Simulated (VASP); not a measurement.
Runs of VASP 6.6.1 on Ti. The structure is that of space group P6_3/mmc (No. 194), or close to it. The cells are those of the table. 

```tsv
cell	k mesh	gap on the mesh (eV)	pressure (GPa)
a = 2.857, b = 2.857, c = 9.156 Å, angles 90.0, 90.0, 120.0°, 4 atoms	12 × 12 × 4	none	-0.2
a = 2.895, b = 2.895, c = 9.276 Å, angles 90.0, 90.0, 120.0°, 4 atoms	14 × 14 × 4	none	-4.6
a = 2.779, b = 2.779, c = 8.905 Å, angles 90.0, 90.0, 120.0°, 4 atoms	14 × 14 × 4	none	(a)
a = 2.818, b = 2.818, c = 9.032 Å, angles 90.0, 90.0, 120.0°, 4 atoms	14 × 14 × 4	none	(b)
a = 2.857, b = 2.857, c = 9.156 Å, angles 90.0, 90.0, 120.0°, 4 atoms	14 × 14 × 4	none	-0.2
a = 2.738, b = 2.738, c = 8.774 Å, angles 90.0, 90.0, 120.0°, 4 atoms	14 × 14 × 4	none	19.1
a = 2.931, b = 2.931, c = 9.393 Å, angles 90.0, 90.0, 120.0°, 4 atoms	14 × 14 × 4	none	-8.4
```

Alike in all rows: task single point; level LDA; potentials or basis VASP PAW LDA potentials, release 64 (Ti_sv); no spin polarisation; cutoff (eV) 520; smearing fermi-dirac 0.1 eV.

Question: Fill in the values left out.

Answer: (a) 11.5; (b) 5.2.

Caveats: the cell stands under pressure (at least some runs); the cell stands under tension (at least some runs).

A gap of «none» marks levels without a gap at the run's occupations.
